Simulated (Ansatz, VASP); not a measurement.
# Ir in VASP and in Ansatz

The input INCAR:

```
PREC     = Accurate       # precision mode
ENCUT    = 520            # plane-wave cutoff, eV
EDIFF    = 1E-6           # SCF threshold, eV
ISMEAR   = 0              # smearing method
SIGMA    = 0.018000000000000002 # smearing width, eV
LREAL    = F              # projectors in reciprocal space
LASPH    = T              # aspherical terms in the spheres
NELM     = 80             # most SCF steps
ALGO     = Normal         # electronic algorithm
ISIF     = 2              # what is computed and relaxed
LWAVE    = F              # write WAVECAR
LCHARG   = F              # write CHGCAR
GGA      = PE             # functional
NBANDS   = 16             # bands
```

The input KPOINTS:

```
Automatic mesh
0
Gamma
  11 11 6
```

Contents of POSCAR:

```
Ir
1.0
    2.7513778946      0.0000000000      0.0000000000
   -1.3756889473      2.3827631521      0.0000000000
    0.0000000000      0.0000000000      4.4622900000
Ir
2
Direct
    0.3333333333      0.6666666667      0.2500000000
    0.6666666667      0.3333333333      0.7500000000
```

input.yaml

```yaml
crystal:
  lattice:
    - [2.7513778946, 0.0, 0.0]
    - [-1.3756889473, 2.3827631521, 0.0]
    - [0.0, 0.0, 4.46229]
  atoms:
    - { symbol: Ir, position: [0.3333333333, 0.6666666667, 0.25] }
    - { symbol: Ir, position: [0.6666666667, 0.3333333333, 0.75] }
hamiltonian:
  xc: pbe
  pseudopotentials: { kind: paw }
kpoints:
  mp_grid: { grid: [11, 11, 6] }
scf:
  occupations: { method: gaussian, width: 0.018 }
output:
  forces: true
  stress: true
  eigenvalues: true
```

Alike in both runs: task single point; functional PBE; k mesh 11 × 11 × 6; occupations gaussian, width 0.018 eV; no spin polarisation.

|  | VASP | Ansatz |
| --- | --- | --- |
| version | VASP 6.6.1 | Ansatz 0.2.0 |
| potentials or method | VASP PAW PBE potentials, release 64 (Ir) | Ansatz PAW |
| plane-wave cutoff (eV) | 520 | 420 |
| valence electrons in the cell | 18 | 34 |

|  | VASP | Ansatz | Ansatz less VASP |
| --- | --- | --- | --- |
| gap on the k mesh at the Fermi level (eV) | none | none | - |
| pressure (GPa) | -1.0 | -1.4 | -0.46 |
| traceless stress, the component that is largest in VASP (GPa) | 0.64 | 0.54 | -0.103 |

A gap of «none» marks a metal or a gap that the smearing closes. VASP's potentials hold 18 valence electrons a cell and Ansatz's 34, so a difference there can come from the potentials and not from the codes.

Spin-orbit coupling is off throughout.
